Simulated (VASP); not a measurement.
Input of a VASP 6.6.1 run:

POSCAR

```
BaTiO3
1.0
    2.8522820325      1.6467629437      2.3388173962
   -2.8522820325      1.6467629437      2.3388173962
    0.0000000000     -3.2935258875      2.3388173962
Ba Ti O
1 1 3
Direct
    0.0000000000      0.0000000000      0.0000000000
    0.4845000000      0.4845000000      0.4845000000
    0.5086000000      0.5086000000      0.0175000000
    0.0175000000      0.5086000000      0.5086000000
    0.5086000000      0.0175000000      0.5086000000
```

The input INCAR.step1:

```
SYSTEM = BaTiO3
PREC = Accurate
ENCUT = 660
ISMEAR = 0
SIGMA = 0.01
LREAL = .FALSE.
LASPH = .TRUE.
NELM = 120
NBANDS = 28
GGA = PE
ALGO = Normal
EDIFF = 1E-5
LWAVE = .TRUE.
LCHARG = .FALSE.
GGA_COMPAT = .FALSE.
```

Contents of INCAR.step2:

```
SYSTEM = BaTiO3
PREC = Accurate
ENCUT = 660
EDIFF = 1E-6
ISMEAR = 0
SIGMA = 0.01
LREAL = .FALSE.
LASPH = .TRUE.
NELM = 120
ALGO = Normal
ISIF = 2
LWAVE = .FALSE.
LCHARG = .TRUE.
METAGGA = R2SCAN
LMIXTAU = .TRUE.
LELF = .TRUE.
LVHAR = .TRUE.
NBANDS = 28
ISTART = 1
GGA_COMPAT = .FALSE.
```

Contents of KPOINTS:

```
Automatic mesh
0
G
  6 6 6
  0 0 0
```

Potentials or basis: VASP PAW PBE potentials, release 64 (Ba_sv, Ti_sv, O).

Launch:

```console
$ cat potpaw_PBE.64/Ba_sv/POTCAR potpaw_PBE.64/Ti_sv/POTCAR potpaw_PBE.64/O/POTCAR > POTCAR
$ cp INCAR.step1 INCAR
$ mpirun -np 1 vasp_std > vasp.out
$ cp INCAR.step2 INCAR
$ mpirun -np 1 vasp_std > vasp.out
```

Task: What does it give for the largest force?

Result: 0.127 eV/Å.

Task: What does it give for the pressure?

Result: -1.0 GPa.

Task: What does it give for the band gap on the k mesh?

Result: 2.70 eV, indirect (least direct gap 3.13 eV).

Stress tensor (GPa, compression positive):
```
-1.05  0.00  0.00
 0.00 -1.05  0.00
 0.00  0.00 -0.92
```

Caveat: the PAW data sets were made with another functional, which shifts forces and pressure a little; spin-orbit coupling is left out, which moves the levels of the heavy elements. A k mesh can miss the band edges.
